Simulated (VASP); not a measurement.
# Ta (Fm-3m) in VASP: notebook

The runs below take Ta through single point, relaxation of cell and atoms, with PBE.

Everything below comes from runs of VASP 6.6.1. Logs are shortened: lines on timing, memory, paths and dates and some standing lists are left out, and cuts for length are marked.

**1. The cell of the first run**

Symmetry: Fm-3m, No. 225, cubic system. Conventional cell: a = 3.769 Å, b = 3.769 Å, c = 3.769 Å, α = 90.00°, β = 90.00°, γ = 90.00°. Within 3.5 Å of Ta (site symmetry m-3m) lie 12 Ta at 2.67 Å.

This isn't the form of Ta at room conditions, which is bcc.

**2. Single point, PBE**

INCAR reads:

```
SYSTEM = Ta
PREC = Accurate
ENCUT = 520
EDIFF = 1E-6
ISMEAR = -1
SIGMA = 0.1
LREAL = .False.
LASPH = .True.
NELM = 60
ALGO = Normal
ISIF = 2
LWAVE = .False.
LCHARG = .False.
GGA = PE
NBANDS = 12
```

KPOINTS reads:

```
regular mesh
0
Gamma
  18 18 18
  0 0 0
```

POSCAR reads:

```
Ta
1.0
    0.0000000000      1.8846935112      1.8846935112
    1.8846935112      0.0000000000      1.8846935112
    1.8846935112      1.8846935112      0.0000000000
Ta
1
Direct
    0.0000000000      0.0000000000      0.0000000000
```

Potentials or basis: VASP PAW PBE potentials, release 64 (Ta_pv).

On the command line:

```sh
cat potpaw_PBE.64/Ta_pv/POTCAR > POTCAR
mpirun -np 1 vasp_std > vasp.out
```

OUTCAR:

```text
SYSTEM = Ta
   PREC = Accurate
   ENCUT = 520
   EDIFF = 1E-6
   ISMEAR = -1
   LREAL = .False.
   LASPH = .True.
   NELM = 60
   ISIF = 2
   GGA = PE

 ion  position               nearest neighbor table
   1  0.000  0.000  0.000-

  LATTYP: Found a face centered cubic cell.
 ALAT       =     3.7693870224

  Lattice vectors:

 A1 = (   0.0000000000,   1.8846935112,   1.8846935112)
 A2 = (   1.8846935112,   0.0000000000,   1.8846935112)
 A3 = (   1.8846935112,   1.8846935112,   0.0000000000)

Analysis of symmetry for initial positions (statically):
=====================================================================
 Subroutine PRICEL returns:
 Original cell was already a primitive cell.

 Routine SETGRP: Setting up the symmetry group for a
 face centered cubic supercell.

 Subroutine GETGRP returns: Found 48 space group operations
 (whereof 48 operations were pure point group operations)
 out of a pool of 48 trial point group operations.

The static configuration has the point symmetry O_h .

Analysis of symmetry for dynamics (positions and initial velocities):
=====================================================================
 Subroutine PRICEL returns:
 Original cell was already a primitive cell.

 Routine SETGRP: Setting up the symmetry group for a
 face centered cubic supercell.

 Subroutine GETGRP returns: Found 48 space group operations
 (whereof 48 operations were pure point group operations)
 out of a pool of 48 trial point group operations.

The dynamic configuration has the point symmetry O_h .

 Subroutine INISYM returns: Found 48 space group operations
 (whereof 48 operations are pure point group operations),
 and found     1 'primitive' translations

----------------------------------------------------------------------------------------

                                     Primitive cell

  volume of cell :      13.3891

  direct lattice vectors                    reciprocal lattice vectors
     0.000000000  1.884693511  1.884693511    -0.265295125  0.265295125  0.265295125
     1.884693511  0.000000000  1.884693511     0.265295125 -0.265295125  0.265295125
     1.884693511  1.884693511  0.000000000     0.265295125  0.265295125 -0.265295125

  length of vectors
     2.665359124  2.665359124  2.665359124     0.459504635  0.459504635  0.459504635

  position of ions in fractional coordinates (direct lattice)
     0.000000000  0.000000000  0.000000000

  ion indices of the primitive-cell ions
   primitive index   ion index
                 1           1
[... 73 lines left out ...]
   LREAL  =      F    real-space projection
   EDIFFG = 0.1E-04   stopping-criterion for IOM
   NSW    =      0    number of steps for IOM
   IBRION =     -1    ionic relax: 0-MD 1-quasi-New 2-CG
   NFREE  =      0    steps in history (QN), initial steepest desc. (CG)
   ISIF   =      2    stress and relaxation
   ISYM   =      2    0-nonsym 1-usesym 2-fastsym
   POTIM  = 0.5000    time-step for ionic-motion
   TEBEG  =    0.0;   TEEND  =   0.0 temperature during run
   PSTRESS=    0.0 pullay stress
   NELECT =      11.0000    total number of electrons
   NUPDOWN=      -1.0000    fix difference up-down
   EMIN   =  10.00;   EMAX   =-10.00  energy-range for DOS
   EFERMI =   0.00;   METHOD = LEGACY
   ISMEAR =    -1;   SIGMA  =   0.10  broadening in eV -4-tet -1-fermi 0-gaus
   EFERMI_NEDOS =   21; number of points for ismear=-14 and -15
   IALGO  =     38    algorithm
   IMIX   =      4    mixing-type and parameters
     AMIX     =   0.40;   BMIX     =  1.00
     AMIX_MAG =   1.60;   BMIX_MAG =  1.00
  volume/ion in A,a.u.               =      13.39        90.35
  Fermi-wavevector in a.u.,A,eV,Ry     =   1.533281  2.897480 31.986611  2.350950
  Thomas-Fermi vector in A             =   2.640370
   LORBIT       =      0    0 simple, 1 ext, 2 COOP (PROOUT), +10 PAW based schemes
   GGA     = PE    functional components
   LHFCALC =     F    Hartree Fock is set to
   AEXX    =    0.0000 exact exchange contribution
   IVDW    =     0    specifies the selected vdW correction
   LEPSILON=     F    determine dielectric tensor
   LRPA    =     F    only Hartree local field effects (RPA)
 non-spin polarized calculation
  energy-cutoff  :      520.00
  volume of cell :       13.39
 maximum number of plane-waves:       371
   NGX =  9   NGY =  9   NGZ =  9

 number of electron      10.9999999 magnetization

 Free energy of the ion-electron system (eV)
  ---------------------------------------------------
  ext. energy  EPLUGINS =         0.00000000
  ---------------------------------------------------
  free energy    TOTEN  =       -10.00558351 eV

  energy without entropy =       -9.97351837  energy(sigma->0) =       -9.98955094

 E-fermi :   8.7747     XC(G=0): -14.2168

 val. band max:        8.7743519356   @ k =   0.3333   0.2222   0.0000
 cond. band min:       8.7778350570   @ k =  -0.3333   0.4444   0.1667
 fundamental gap:      0.0034831214
 Fermi energy:         8.7747456285

 k-point     1 :       0.0000    0.0000    0.0000
  band No.  band energies     occupation
      1     -23.6703      2.00000
      2     -23.6703      2.00000
      3     -23.6703      2.00000
      4      -0.6897      2.00000
      5       8.7924      0.91188
      6       8.7924      0.91188
      7       8.7924      0.91188
      8      13.4701      0.00000
      9      13.4701      0.00000
     10      22.0970      0.00000
     11      23.7951      0.00000
     12      28.7731      0.00000
[... 331 lines left out ...]
 k-point    24 :      -0.2222    0.0556    0.0000
  band No.  band energies     occupation
      1     -25.1783      2.00000
      2     -23.9532      2.00000
      3     -23.8143      2.00000
      4       2.0928      2.00000
      5       7.4624      2.00000
      6       9.3408      0.00694
      7       9.5322      0.00103
      8      12.5346      0.00000
      9      14.1536      0.00000
     10      23.2220      0.00000
     11      23.8038      0.00000
     12      28.7686      0.00000

 [... further k-points ...]
[... 5 lines left out ...]
  --------------------------------------------------------------------------------------
  -------------------------------------------------------------------------------------
  Total       10.1450412     10.1450412     10.1450412      0.0000000      0.0000000      0.0000000
  in kB     1213.9818508   1213.9818508   1213.9818508      0.0000000      0.0000000      0.0000000
  external PRESSURE =    1213.9818508 kB  Pullay stress =       0.0000000 kB

 VOLUME and BASIS-vectors are now :
 -----------------------------------------------------------------------------
  energy-cutoff  :      520.00
  volume of cell :       13.39
      direct lattice vectors                 reciprocal lattice vectors
     0.000000000  1.884693511  1.884693511    -0.265295125  0.265295125  0.265295125
     1.884693511  0.000000000  1.884693511     0.265295125 -0.265295125  0.265295125
     1.884693511  1.884693511  0.000000000     0.265295125  0.265295125 -0.265295125

 POSITION                                       TOTAL-FORCE (eV/Angst)
 -----------------------------------------------------------------------------------
      0.00000      0.00000      0.00000         0.000000     -0.000000      0.000000
 -----------------------------------------------------------------------------------
    total drift:                                0.000000      0.000000      0.000000

  FREE ENERGIE OF THE ION-ELECTRON SYSTEM (eV)
  ---------------------------------------------------
  free  energy   TOTEN  =       -10.0055835088 eV

  energy  without entropy=       -9.9735183653  energy(sigma->0) =       -9.98955094
```

OSZICAR:

```text
N       E                     dE             d eps       ncg     rms          rms(c)
DAV:   1     0.612443829630E+02    0.61244E+02   -0.61056E+03  4736   0.917E+02
DAV:   2    -0.942320461827E+01   -0.70668E+02   -0.68410E+02  5176   0.254E+02
DAV:   3    -0.103325464068E+02   -0.90934E+00   -0.90188E+00  5488   0.268E+01
DAV:   4    -0.103340169078E+02   -0.14705E-02   -0.14705E-02  4956   0.121E+00
DAV:   5    -0.103340197457E+02   -0.28378E-05   -0.28385E-05  5360   0.496E-02    0.222E+01
DAV:   6    -0.101034020795E+02    0.23062E+00   -0.12421E-01  5028   0.401E+00    0.122E+01
DAV:   7    -0.100068344839E+02    0.96568E-01   -0.14586E-01  5156   0.421E+00    0.408E-01
DAV:   8    -0.100055773202E+02    0.12572E-02   -0.28313E-03  4924   0.631E-01    0.975E-02
DAV:   9    -0.100055865110E+02   -0.91909E-05   -0.18238E-05  5264   0.514E-02    0.310E-02
DAV:  10    -0.100055834484E+02    0.30626E-05   -0.15255E-06  4664   0.146E-02    0.751E-04
DAV:  11    -0.100055835088E+02   -0.60396E-07   -0.29420E-08  2484   0.199E-03
   1 F= -.10005584E+02 E0= -.99895509E+01  d E =-.320651E-01
```

stdout:

```text
POSCAR found type information on POSCAR Ta
 POSCAR found :  1 types and       1 ions
 scaLAPACK will be used
 LDA part: xc-table for (Slater+PW92), standard interpolation
 POSCAR, INCAR and KPOINTS ok, starting setup
 FFT: planning ... GRIDC
 FFT: planning ... GRID_SOFT
 FFT: planning ... GRID
 WAVECAR not read
 entering main loop
```

It took 31 s on 1 thread of Intel Xeon 8259CL, shared host; peak memory 0.15 GiB.

Results:

```
Free energy            : -10.0056 eV
Pressure               : 121.4 GPa
Band gap on the k mesh : zero (an odd number of electrons rules out a gap without spin polarisation)
```

Caveat: the cell stands under pressure; spin-orbit coupling is left out, which moves the levels of the heavy elements.

(Continued in part 2 of 3.)
